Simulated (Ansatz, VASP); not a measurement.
# Al2BP3 in VASP and in Ansatz

The input INCAR:

```
PREC = Accurate
ENCUT = 600
EDIFF = 1E-7
ISMEAR = 0
SIGMA = 0.1
LREAL = F
LASPH = T
NELM = 100
ALGO = Normal
ISIF = 3
LWAVE = F
LCHARG = F
GGA = PE
IBRION = 2
NSW = 90
EDIFFG = -0.04
```

The input KPOINTS:

```
Automatic mesh
0
Gamma
  6 6 1
```

Contents of POSCAR:

```
Al2BP3
1.0
    3.5948848600      0.0000000000      0.0000000000
   -1.7974424300      3.1132616100      0.0000000000
    0.0000000000      0.0000000000     17.7017155200
Al B P
4 2 6
Direct
    0.3333333300      0.6666666700      0.0000230000
    0.3333333300      0.6666666700      0.3333563300
    0.3333333300      0.6666666700      0.6666896700
    0.6666666700      0.3333333300      0.8333563300
    0.6666666700      0.3333333300      0.1666896700
    0.6666666700      0.3333333300      0.5000230000
    0.3333333300      0.6666666700      0.1249770000
    0.3333333300      0.6666666700      0.4583103400
    0.3333333300      0.6666666700      0.7916436700
    0.6666666700      0.3333333300      0.2916436700
    0.6666666700      0.3333333300      0.6249770000
    0.6666666700      0.3333333300      0.9583103400
```

Input for Ansatz:

```yaml
crystal:
  lattice:
    - [3.59488486, 0.0, 0.0]
    - [-1.79744243, 3.11326161, 0.0]
    - [0.0, 0.0, 17.70171552]
  atoms:
    - { symbol: Al, position: [0.33333333, 0.66666667, 2.3e-05] }
    - { symbol: Al, position: [0.33333333, 0.66666667, 0.33335633] }
    - { symbol: Al, position: [0.33333333, 0.66666667, 0.66668967] }
    - { symbol: Al, position: [0.66666667, 0.33333333, 0.83335633] }
    - { symbol: B, position: [0.66666667, 0.33333333, 0.16668967] }
    - { symbol: B, position: [0.66666667, 0.33333333, 0.500023] }
    - { symbol: P, position: [0.33333333, 0.66666667, 0.124977] }
    - { symbol: P, position: [0.33333333, 0.66666667, 0.45831034] }
    - { symbol: P, position: [0.33333333, 0.66666667, 0.79164367] }
    - { symbol: P, position: [0.66666667, 0.33333333, 0.29164367] }
    - { symbol: P, position: [0.66666667, 0.33333333, 0.624977] }
    - { symbol: P, position: [0.66666667, 0.33333333, 0.95831034] }
basis:
  ecutwfc: 420
kpoints:
  mp_grid: { grid: [6, 6, 1] }
hamiltonian:
  xc: pbe
scf:
  occupations: { method: gaussian, width: 0.1 }
  lower_state_search: "off"
output:
  forces: true
  stress: true
  eigenvalues: true
relax:
  adjacent_minimum: "off"
  f_tol: 0.04
  max_steps: 70
  cell: { stress_tol: 0.4 }
```

Alike in both runs: task relaxation of cell and atoms; functional PBE; k mesh 6 × 6 × 1; occupations gaussian, width 0.1 eV; no spin polarisation.

|  | VASP | Ansatz |
| --- | --- | --- |
| version | VASP 6.6.1 | Ansatz 0.2.0 |
| potentials or method | VASP PAW PBE potentials, release 64 (Al, B, P), cutoff 600 eV | scalar-relativistic, plane waves, PAW |
| valence electrons in the cell | 48 | 48 |

Ansatz gave:

| Property | Result |
| --- | --- |
| gap on the k mesh at the Fermi level, each at its own relaxed structure (eV) | 0.92 |
| relaxed volume (Å³/atom) | 17.80 |
| relaxed cell length with the largest relative difference (Å) | 3.654 |

What did VASP give for the same quantities?

gap on the k mesh at the Fermi level, each at its own relaxed structure (eV): 0.93; relaxed volume (Å³/atom): 17.80; relaxed cell length with the largest relative difference (Å): 3.653.
